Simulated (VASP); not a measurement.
# Mn (P6/mmm) in VASP: single point with r2SCAN

Aim: the single point of Mn with r2SCAN.

Everything below comes from runs of VASP 6.6.1. Logs are shortened: lines on timing, memory, paths and dates and some standing lists are left out, and cuts for length are marked.

## 1. The cell of the first run

The structure is hexagonal, space group P6/mmm (No. 191). Conventional cell: a = 4.273 Å, b = 4.273 Å, c = 2.581 Å, α = 90.00°, β = 90.00°, γ = 120.00°. Mn (site symmetry 6/mmm) has 14 Mn at 2.58 to 2.78 Å within 3.4 Å. Within 3.3 Å of Mn (site symmetry -6m2) lie 11 Mn at 2.47 to 2.78 Å.

This isn't the form of Mn at room conditions, which is a 58-atom cubic cell.

## 2. Single point, r2SCAN, collinear spin, ferromagnetic start (13.60 Å³/atom)

POSCAR

```
Mn
1.0
    4.2727964457      0.0000000000      0.0000000000
   -2.1363982228      3.7003502672      0.0000000000
    0.0000000000      0.0000000000      2.5810160494
Mn
3
Direct
    0.0000000000      0.0000000000      0.0000000000
    0.3333333333      0.6666666667      0.5000000000
    0.6666666667      0.3333333333      0.5000000000
```

INCAR.step1

```
PREC = Accurate
ENCUT = 520
ISMEAR = -1
SIGMA = 0.05
LREAL = F
LASPH = T
NELM = 150
ISPIN = 2
MAGMOM = 3.728 3.741 3.741
LMAXMIX = 4
NBANDS = 30
GGA = PE
ALGO = Normal
EDIFF = 1E-4
LWAVE = T
LCHARG = F
```

INCAR.step2

```
PREC = Accurate
ENCUT = 520
EDIFF = 1E-7
ISMEAR = -1
SIGMA = 0.05
LREAL = F
LASPH = T
NELM = 150
ALGO = Normal
ISIF = 2
LWAVE = F
LCHARG = F
ISPIN = 2
MAGMOM = 3.728 3.741 3.741
LORBIT = 11
LMAXMIX = 4
METAGGA = R2SCAN
LMIXTAU = T
NBANDS = 30
ISTART = 1
```

KPOINTS

```
Automatic mesh
0
Gamma
  9 9 13
```

Potentials or basis: VASP PAW PBE potentials, release 64 (Mn_pv).

Command:

```sh
> cat potpaw_PBE.64/Mn_pv/POTCAR > POTCAR
> cp INCAR.step1 INCAR
> mpirun -np 1 vasp_std > vasp.out
> cp INCAR.step2 INCAR
> mpirun -np 1 vasp_std > vasp.out
```

OUTCAR:

```text
PREC = Accurate
   ENCUT = 520
   EDIFF = 1E-7
   ISMEAR = -1
   LREAL = F
   LASPH = T
   NELM = 150
   ISIF = 2
   ISPIN = 2
   LORBIT = 11
   METAGGA = R2SCAN
   ISTART = 1

 ion  position               nearest neighbor table
   1  0.000  0.000  0.000-   2 2.78   3 2.78   2 2.78   3 2.78   2 2.78   2 2.78   3 2.78   3 2.78
                             3 2.78   3 2.78   2 2.78   2 2.78
   2  0.333  0.667  0.500-   3 2.47   3 2.47   3 2.47   1 2.78   1 2.78   1 2.78   1 2.78   1 2.78
                             1 2.78
   3  0.667  0.333  0.500-   2 2.47   2 2.47   2 2.47   1 2.78   1 2.78   1 2.78   1 2.78   1 2.78
                             1 2.78

  LATTYP: Found a hexagonal cell.
 ALAT       =     4.2727964457
 C/A-ratio  =     0.6040578067

  Lattice vectors:

 A1 = (   4.2727964457,   0.0000000000,   0.0000000000)
 A2 = (  -2.1363982228,   3.7003502672,   0.0000000000)
 A3 = (   0.0000000000,   0.0000000000,   2.5810160494)

Analysis of symmetry for initial positions (statically):
=====================================================================
 Subroutine PRICEL returns:
 Original cell was already a primitive cell.

 Routine SETGRP: Setting up the symmetry group for a
 hexagonal supercell.

 Subroutine GETGRP returns: Found 24 space group operations
 (whereof 24 operations were pure point group operations)
 out of a pool of 24 trial point group operations.

The static configuration has the point symmetry D_6h.

Analysis of symmetry for dynamics (positions and initial velocities):
=====================================================================
 Subroutine PRICEL returns:
 Original cell was already a primitive cell.

 Routine SETGRP: Setting up the symmetry group for a
 hexagonal supercell.

 Subroutine GETGRP returns: Found 24 space group operations
 (whereof 24 operations were pure point group operations)
 out of a pool of 24 trial point group operations.

The dynamic configuration has the point symmetry D_6h.

Analysis of structural, dynamic, and magnetic symmetry:
=====================================================================
 Subroutine PRICEL returns:
 Original cell was already a primitive cell.

 Routine SETGRP: Setting up the symmetry group for a
 hexagonal supercell.

 Subroutine GETGRP returns: Found 24 space group operations
 (whereof 24 operations were pure point group operations)
 out of a pool of 24 trial point group operations.

The overall configuration has the point symmetry D_6h.

 Subroutine INISYM returns: Found 24 space group operations
 (whereof 24 operations are pure point group operations),
 and found     1 'primitive' translations

----------------------------------------------------------------------------------------

                                     Primitive cell

  volume of cell :      40.8080

  direct lattice vectors                    reciprocal lattice vectors
     4.272796446  0.000000000  0.000000000     0.234038764  0.135122344  0.000000000
    -2.136398223  3.700350267  0.000000000     0.000000000  0.270244687  0.000000000
     0.000000000  0.000000000  2.581016049     0.000000000  0.000000000  0.387444317

  length of vectors
     4.272796446  4.272796446  2.581016049     0.270244687  0.270244687  0.387444317

  position of ions in fractional coordinates (direct lattice)
     0.000000000  0.000000000  0.000000000
     0.333333333  0.666666667  0.500000000
     0.666666667  0.333333333  0.500000000

  ion indices of the primitive-cell ions
   primitive index   ion index
                 1           1
                 2           2
                 3           3

----------------------------------------------------------------------------------------

 KPOINTS: Automatic mesh

Automatic generation of k-mesh.
 Grid dimensions read from file:
 generate k-points for:    9    9   13

 Generating k-lattice:

  Cartesian coordinates                     Fractional coordinates (reciprocal lattice)
     0.026004307  0.015013594  0.000000000     0.111111111  0.000000000  0.000000000
     0.000000000  0.030027187  0.000000000     0.000000000  0.111111111  0.000000000
     0.000000000  0.000000000  0.029803409     0.000000000  0.000000000  0.076923077

  Length of vectors
     0.030027187  0.030027187  0.029803409

  Shift w.r.t. Gamma in fractional coordinates (k-lattice)
     0.000000000  0.000000000  0.000000000

 Subroutine IBZKPT returns following result:
 ===========================================

 Found     84 irreducible k-points:

 Following reciprocal coordinates:
            Coordinates               Weight
  0.000000  0.000000  0.000000      1.000000
  0.111111 -0.000000  0.000000      6.000000
  0.222222 -0.000000  0.000000      6.000000
  0.333333 -0.000000  0.000000      6.000000
  0.444444 -0.000000  0.000000      6.000000
  0.111111  0.111111  0.000000      6.000000
[... 16 lines left out ...]
  0.333333  0.222222  0.076923     24.000000
  0.333333  0.333333  0.076923      4.000000
 [... further k-points ...]
   k-points           NKPTS =     84   k-points in BZ     NKDIM =     84   number of bands    NBANDS=     30
   number of dos      NEDOS =    301   number of ions     NIONS =      3
   total plane-waves  NPLWV =  20480
   dimension x,y,z NGX =    32 NGY =   32 NGZ =   20
   dimension x,y,z NGXF=    64 NGYF=   64 NGZF=   40
   ions per type =               3
   NGX,Y,Z   is equivalent  to a cutoff of  12.45, 12.45, 12.88 a.u.
   NGXF,Y,Z  is equivalent  to a cutoff of  24.90, 24.90, 25.76 a.u.
 SYSTEM =  unknown system
   PREC   = accura    normal or accurate (medium, high low for compatibility)
   ISTART =      1    job   : 0-new  1-cont  2-samecut
   ICHARG =      0    charge: 1-file 2-atom 10-const
   ISPIN  =      2    spin polarized calculation?
   LNONCOLLINEAR =      F non collinear calculations
   LSORBIT =      F    spin-orbit coupling
   LASPH  =      T    aspherical Exc in radial PAW
   ENCUT  =  520.0 eV  38.22 Ry    6.18 a.u.   7.94  7.94  4.80*2*pi/ulx,y,z
   NELM   =    150;   NELMIN=  2; NELMDL=  0     # of ELM steps
   EDIFF  = 0.1E-06   stopping-criterion for ELM
   LREAL  =      F    real-space projection
   EDIFFG = 0.1E-05   stopping-criterion for IOM
   NSW    =      0    number of steps for IOM
   IBRION =     -1    ionic relax: 0-MD 1-quasi-New 2-CG
   NFREE  =      0    steps in history (QN), initial steepest desc. (CG)
   ISIF   =      2    stress and relaxation
   ISYM   =      2    0-nonsym 1-usesym 2-fastsym
   POTIM  = 0.5000    time-step for ionic-motion
   TEBEG  =    0.0;   TEEND  =   0.0 temperature during run
   PSTRESS=    0.0 pullay stress
   NELECT =      39.0000    total number of electrons
   NUPDOWN=      -1.0000    fix difference up-down
   EMIN   =  10.00;   EMAX   =-10.00  energy-range for DOS
   EFERMI =   0.00;   METHOD = LEGACY
   ISMEAR =    -1;   SIGMA  =   0.05  broadening in eV -4-tet -1-fermi 0-gaus
   EFERMI_NEDOS =   21; number of points for ismear=-14 and -15
   IALGO  =     38    algorithm
   IMIX   =      4    mixing-type and parameters
     AMIX     =   0.40;   BMIX     =  1.00
     AMIX_MAG =   1.60;   BMIX_MAG =  1.00
  volume/ion in A,a.u.               =      13.60        91.80
  Fermi-wavevector in a.u.,A,eV,Ry     =   1.612555  3.047286 35.379673  2.600333
  Thomas-Fermi vector in A             =   2.707766
   LORBIT       =     11    0 simple, 1 ext, 2 COOP (PROOUT), +10 PAW based schemes
   METAGGA = R2SCAN    functional components
   LHFCALC =     F    Hartree Fock is set to
   AEXX    =    0.0000 exact exchange contribution
   IVDW    =     0    specifies the selected vdW correction
   LEPSILON=     F    determine dielectric tensor
   LRPA    =     F    only Hartree local field effects (RPA)
 spin polarized calculation
  energy-cutoff  :      520.00
  volume of cell :       40.81
 maximum number of plane-waves:      1119
 NGX is ok and might be reduce to    32
   NGX = 15   NGY = 15   NGZ =  9

 number of electron      38.9999982 magnetization       9.8342161

 number of electron      38.9999982 magnetization      10.7642557

 Free energy of the ion-electron system (eV)
  ---------------------------------------------------
  ext. energy  EPLUGINS =         0.00000000
  ---------------------------------------------------
  free energy    TOTEN  =       -43.47973907 eV

  energy without entropy =      -43.46067693  energy(sigma->0) =      -43.47020800

 E-fermi :   7.9137     XC(G=0): -13.6271

 val. band max:        7.9074501592   @ k =   0.4444   0.1111   0.3077
 cond. band min:       7.9140621275   @ k =   0.2222   0.2222   0.1538
 fundamental gap:      0.0066119683
 Fermi energy:         7.9137079640

 spin component 1

 k-point     1 :       0.0000    0.0000    0.0000
  band No.  band energies     occupation
      1     -43.6267      1.00000
      2     -43.6266      1.00000
      3     -43.4724      1.00000
      4     -43.4723      1.00000
      5     -43.4692      1.00000
      6     -43.4089      1.00000
[... 22 lines left out ...]
     29      13.7880      0.00000
     30      15.8070      0.00000

 k-point     2 :       0.1111   -0.0000    0.0000
  band No.  band energies     occupation
      1     -43.6359      1.00000
      2     -43.6268      1.00000
      3     -43.4672      1.00000
      4     -43.4606      1.00000
      5     -43.4583      1.00000
      6     -43.4104      1.00000
[... 22 lines left out ...]
     29      15.4394      0.00000
     30      16.4348      0.00000

 k-point     3 :       0.2222   -0.0000    0.0000
  band No.  band energies     occupation
      1     -43.6554      1.00000
      2     -43.6199      1.00000
      3     -43.4618      1.00000
      4     -43.4335      1.00000
      5     -43.4263      1.00000
      6     -43.4146      1.00000
[... 682 lines left out ...]
     29      18.6519      0.00000
     30      20.8811      0.00000

 k-point    24 :       0.3333    0.3333    0.0769
  band No.  band energies     occupation
      1     -43.6588      1.00000
      2     -43.5345      1.00000
      3     -43.5345      1.00000
      4     -43.4523      1.00000
      5     -43.4523      1.00000
      6     -43.3646      1.00000
[... 22 lines left out ...]
     29      18.5424      0.00000
     30      18.5985      0.00000

 [... further k-points ...]

 spin component 2

 k-point     1 :       0.0000    0.0000    0.0000
  band No.  band energies     occupation
      1     -38.6425      1.00000
      2     -38.6423      1.00000
      3     -38.4358      1.00000
      4     -38.4355      1.00000
      5     -38.3176      1.00000
      6     -38.2323      1.00000
[... 22 lines left out ...]
     29      16.3687      0.00000
     30      18.5719      0.00000

 k-point     2 :       0.1111   -0.0000    0.0000
  band No.  band energies     occupation
      1     -38.6536      1.00000
      2     -38.6433      1.00000
      3     -38.4209      1.00000
      4     -38.4196      1.00000
      5     -38.3145      1.00000
      6     -38.2341      1.00000
[... 22 lines left out ...]
     29      17.7654      0.00000
     30      19.0266      0.00000

 k-point     3 :       0.2222   -0.0000    0.0000
  band No.  band energies     occupation
      1     -38.6776      1.00000
      2     -38.6369      1.00000
      3     -38.3878      1.00000
      4     -38.3866      1.00000
      5     -38.3056      1.00000
      6     -38.2683      1.00000
[... 682 lines left out ...]
     29      20.8536      0.00000
     30      22.7500      0.00000

 k-point    24 :       0.3333    0.3333    0.0769
  band No.  band energies     occupation
      1     -38.6856      1.00000
      2     -38.5339      1.00000
      3     -38.5339      1.00000
      4     -38.2924      1.00000
      5     -38.2923      1.00000
      6     -38.2902      1.00000
[... 22 lines left out ...]
     29      20.9215      0.00000
     30      20.9216      0.00000

 [... further k-points ...]
[... 5 lines left out ...]
  --------------------------------------------------------------------------------------
  -------------------------------------------------------------------------------------
  Total        3.3630847      3.3630847      3.7787320      0.0000000     -0.0000000     -0.0000000
  in kB      132.0391250    132.0391250    148.3579846      0.0000000     -0.0000000     -0.0000000
  external PRESSURE =     137.4787449 kB  Pullay stress =       0.0000000 kB

 VOLUME and BASIS-vectors are now :
 -----------------------------------------------------------------------------
  energy-cutoff  :      520.00
  volume of cell :       40.81
      direct lattice vectors                 reciprocal lattice vectors
     4.272796446  0.000000000  0.000000000     0.234038764  0.135122344  0.000000000
    -2.136398223  3.700350267  0.000000000     0.000000000  0.270244687  0.000000000
     0.000000000  0.000000000  2.581016049     0.000000000  0.000000000  0.387444317

 POSITION                                       TOTAL-FORCE (eV/Angst)
 -----------------------------------------------------------------------------------
      0.00000      0.00000      0.00000        -0.000000      0.000000      0.000000
     -0.00000      2.46690      1.29051        -0.000000      0.000000      0.000000
      2.13640      1.23345      1.29051         0.000000     -0.000000      0.000000
 -----------------------------------------------------------------------------------
    total drift:                               -0.000000      0.000000      0.000000

  FREE ENERGIE OF THE ION-ELECTRON SYSTEM (eV)
  ---------------------------------------------------
  free  energy   TOTEN  =       -43.4797390697 eV

  energy  without entropy=      -43.4606769317  energy(sigma->0) =      -43.47020800

 total charge

# of ion       s       p       d       tot
------------------------------------------
    1        0.368   6.285   4.972  11.625
    2        0.389   6.278   5.028  11.695
    3        0.389   6.278   5.028  11.695
--------------------------------------------------
tot          1.146  18.841  15.028  35.016

 magnetization (x)

# of ion       s       p       d       tot
------------------------------------------
    1       -0.018  -0.043   3.593   3.531
    2       -0.007  -0.004   3.595   3.584
    3       -0.007  -0.004   3.595   3.584
--------------------------------------------------
tot         -0.033  -0.050  10.782  10.698
```

Run time: 7.3 min. Hardware: 1 thread of Intel Xeon 6975P-C (Granite Rapids), shared host; peak memory 0.27 GiB.

What came out:

| Quantity | Value |
| --- | --- |
| Free energy | -43.4797 eV |
| Pressure | 13.7 GPa |
| Net moment | 10.76 μB per cell |
| Site moments | Mn +3.53, +3.58 (each value once) μB |
| Valence electrons inside the program's atomic spheres | Mn 11.62, 11.70 (each value once) |

Levels at points of the mesh, in eV from the Fermi level:
Spin up:
```
           k point  band 22  band 23  band 24  band 25  band 26  band 27  band 28  band 29
(0.00, 0.00, 0.00)    -1.55    -1.55    -0.40    -0.40     5.85     5.85     5.87     5.87
```
Spin down:
```csv
k point,band 12,band 13,band 14,band 15,band 16,band 17,band 18,band 19
"(0.00, 0.00, 0.00)",-0.68,-0.67,-0.46,-0.46,0.93,1.92,2.43,2.43
```

Caveat: the cell stands under pressure; the PAW data sets were made with another functional, which shifts forces and pressure a little.
